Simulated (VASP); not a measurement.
# TiO (P-62m) in VASP: notebook, part 2 of 2

VASP 6.6.1. Earlier steps stand in the parts before.

## 3. Single point, r2SCAN

This run uses another cell than the first one, of the same volume but with other edges.

The input, POSCAR:

```
TiO
1.0
    5.1204734535      0.0000000000      0.0000000000
   -2.5602367268      4.4344600901      0.0000000000
    0.0000000000      0.0000000000      2.7104864624
Ti O
3 3
Direct
    0.6666666667      0.3333333333      0.5000000000
    0.3333333333      0.6666666667      0.5000000000
    0.0000000000      0.0000000000      0.0000000000
    0.6057670848      0.6057670848      0.0000000000
    0.3942329152      0.0000000000      0.0000000000
    0.0000000000      0.3942329152      0.0000000000
```

The input, INCAR.step1:

```
SYSTEM = TiO
PREC = Accurate
ENCUT = 520
ISMEAR = 0
SIGMA = 0.15
LREAL = .False.
LASPH = .True.
NELM = 80
NBANDS = 36
GGA = PE
ALGO = Normal
EDIFF = 1E-4
LWAVE = .True.
LCHARG = .False.
```

The input, INCAR.step2:

```
SYSTEM = TiO
PREC = Accurate
ENCUT = 520
EDIFF = 1E-6
ISMEAR = 0
SIGMA = 0.15
LREAL = .False.
LASPH = .True.
NELM = 80
ALGO = Normal
ISIF = 2
LWAVE = .False.
LCHARG = .False.
METAGGA = R2SCAN
LMIXTAU = .True.
NBANDS = 36
ISTART = 1
```

The input, KPOINTS:

```
regular mesh
0
Gamma
  12 12 18
  0 0 0
```

Potentials or basis: VASP PAW PBE potentials, release 64 (Ti_sv, O).

Launch:

```sh
$ cat potpaw_PBE.64/Ti_sv/POTCAR potpaw_PBE.64/O/POTCAR > POTCAR
$ cp INCAR.step1 INCAR
$ mpirun -np 1 vasp_std > vasp.out
$ cp INCAR.step2 INCAR
$ mpirun -np 1 vasp_std > vasp.out
```

OUTCAR:

```text
SYSTEM = TiO
   PREC = Accurate
   ENCUT = 520
   EDIFF = 1E-6
   ISMEAR = 0
   LREAL = .False.
   LASPH = .True.
   NELM = 80
   ISIF = 2
   METAGGA = R2SCAN
   ISTART = 1

 ion  position               nearest neighbor table
   1  0.667  0.333  0.500-   6 2.08   6 2.08   5 2.08   5 2.08   4 2.08   4 2.08
   2  0.333  0.667  0.500-   5 2.08   5 2.08   6 2.08   6 2.08   4 2.08   4 2.08
   3  0.000  0.000  0.000-   4 2.02   6 2.02   5 2.02
   4  0.606  0.606  0.000-   3 2.02   1 2.08   1 2.08   2 2.08   2 2.08
   5  0.394  0.000  0.000-   3 2.02   2 2.08   2 2.08   1 2.08   1 2.08
   6  0.000  0.394  0.000-   3 2.02   1 2.08   1 2.08   2 2.08   2 2.08

  LATTYP: Found a hexagonal cell.
 ALAT       =     5.1204734535
 C/A-ratio  =     0.5293429381

  Lattice vectors:

 A1 = (   5.1204734535,   0.0000000000,   0.0000000000)
 A2 = (  -2.5602367268,   4.4344600901,   0.0000000000)
 A3 = (   0.0000000000,   0.0000000000,   2.7104864624)

Analysis of symmetry for initial positions (statically):
=====================================================================
[... 184 lines left out ...]
 cond. band min:      10.8826417565   @ k =   0.1667   0.0833   0.0556
 fundamental gap:      0.0109160970
 Fermi energy:        10.8811475258

 k-point     1 :       0.0000    0.0000    0.0000
  band No.  band energies     occupation
      1     -49.8827      2.00000
      2     -49.8194      2.00000
      3     -49.1434      2.00000
      4     -25.3241      2.00000
      5     -25.3241      2.00000
      6     -25.0159      2.00000
[... 925 lines left out ...]
     35      13.0435      0.00000
     36      13.2275      0.00000

 [... further k-points ...]

------------------------ aborting loop because EDIFF is reached ----------------------------------------

  FORCE on cell =-STRESS in cart. coord.  units (eV):
  Direction    XX          YY          ZZ          XY          YZ          ZX
  --------------------------------------------------------------------------------------
  -------------------------------------------------------------------------------------
  Total       -2.5647717     -2.5647717      7.8789205      0.0000000     -0.0000000      0.0000000
  in kB      -66.7668965    -66.7668965    205.1063901      0.0000000     -0.0000000      0.0000000
  external PRESSURE =      23.8575324 kB  Pullay stress =       0.0000000 kB

 VOLUME and BASIS-vectors are now :
 -----------------------------------------------------------------------------
  energy-cutoff  :      520.00
  volume of cell :       61.55
      direct lattice vectors                 reciprocal lattice vectors
     5.120473453  0.000000000  0.000000000     0.195294441  0.112753298  0.000000000
    -2.560236727  4.434460090  0.000000000     0.000000000  0.225506596  0.000000000
     0.000000000  0.000000000  2.710486462     0.000000000  0.000000000  0.368937463

 POSITION                                       TOTAL-FORCE (eV/Angst)
 -----------------------------------------------------------------------------------
      2.56024      1.47815      1.35524        -0.000000     -0.000000     -0.000000
     -0.00000      2.95631      1.35524        -0.000000      0.000000     -0.000000
      0.00000      0.00000      0.00000        -0.000000     -0.000000     -0.000000
      1.55091      2.68625      0.00000         0.125389      0.217180      0.000000
      2.01866      0.00000      0.00000        -0.250778     -0.000000      0.000000
     -1.00933      1.74821      0.00000         0.125389     -0.217180     -0.000000
 -----------------------------------------------------------------------------------
    total drift:                               -0.000001     -0.000001      0.000000

  FREE ENERGIE OF THE ION-ELECTRON SYSTEM (eV)
  ---------------------------------------------------
  free  energy   TOTEN  =       -73.3621894208 eV

  energy  without entropy=      -73.3541277611  energy(sigma->0) =      -73.35815859
```

OUTCAR.step1:

```text
SYSTEM = TiO
   PREC = Accurate
   ENCUT = 520
   ISMEAR = 0
   LREAL = .False.
   LASPH = .True.
   NELM = 80
[... 1173 lines left out ...]
      1.55091      2.68625      0.00000         0.136167      0.235849     -0.000000
      2.01866      0.00000      0.00000        -0.272334     -0.000000      0.000000
     -1.00933      1.74821      0.00000         0.136167     -0.235849      0.000000
 -----------------------------------------------------------------------------------
    total drift:                               -0.000001     -0.000001      0.000000

  FREE ENERGIE OF THE ION-ELECTRON SYSTEM (eV)
  ---------------------------------------------------
  free  energy   TOTEN  =       -53.5343262872 eV

  energy  without entropy=      -53.5255899450  energy(sigma->0) =      -53.52995812
```

OSZICAR.step1:

```text
N       E                     dE             d eps       ncg     rms          rms(c)
DAV:   1     0.783574228705E+03    0.78357E+03   -0.27025E+04 13696   0.189E+03
DAV:   2     0.610904438236E+02   -0.72248E+03   -0.69587E+03 13892   0.566E+02
DAV:   3    -0.565079705468E+02   -0.11760E+03   -0.11544E+03 20248   0.207E+02
DAV:   4    -0.638204551509E+02   -0.73125E+01   -0.72773E+01 20804   0.505E+01
DAV:   5    -0.641730941828E+02   -0.35264E+00   -0.35246E+00 19768   0.919E+00    0.274E+01
DAV:   6    -0.538713655839E+02    0.10302E+02   -0.73712E+01 20816   0.695E+01    0.988E+00
DAV:   7    -0.541054529251E+02   -0.23409E+00   -0.16622E+01 20968   0.257E+01    0.918E+00
DAV:   8    -0.535497362964E+02    0.55572E+00   -0.56193E+00 20724   0.119E+01    0.571E+00
DAV:   9    -0.535529807891E+02   -0.32445E-02   -0.59079E-01 19096   0.573E+00    0.161E+00
DAV:  10    -0.535316527227E+02    0.21328E-01   -0.15476E-01 19880   0.278E+00    0.611E-01
DAV:  11    -0.535345552772E+02   -0.29026E-02   -0.10331E-02 18436   0.697E-01    0.175E-01
DAV:  12    -0.535342956883E+02    0.25959E-03   -0.25986E-03 17456   0.299E-01    0.660E-02
DAV:  13    -0.535343262872E+02   -0.30599E-04   -0.21839E-04 13280   0.111E-01
   1 F= -.53534326E+02 E0= -.53529958E+02  d E =-.873634E-02
```

Run time: 12 min. Hardware: 1 thread of Intel Xeon 6975P-C (Granite Rapids), shared host; peak memory 0.41 GiB.

What came out:

```yaml
Free_energy: -73.3622 eV
Pressure: 2.4 GPa
Largest_force: 0.251 eV/Å
Band_gap_on_the_k_mesh: zero (band 27 reaches 11.94 eV, above the bottom of band 28 at 9.87 eV)
```

Forces on the atoms (eV/Å):
```
Ti   0.000  0.000  0.000
Ti   0.000  0.000  0.000
Ti   0.000  0.000  0.000
O    0.125  0.217  0.000
O   -0.251  0.000  0.000
O    0.125 -0.217  0.000
```

Stress tensor (GPa, compression positive):
```
-6.68  0.00  0.00
 0.00 -6.68  0.00
 0.00  0.00 20.51
```

Caveat: the PAW data sets were made with another functional, which shifts forces and pressure a little; semilocal functionals often make such compounds metallic where correlation or magnetic order opens a gap, which also shifts bond lengths.
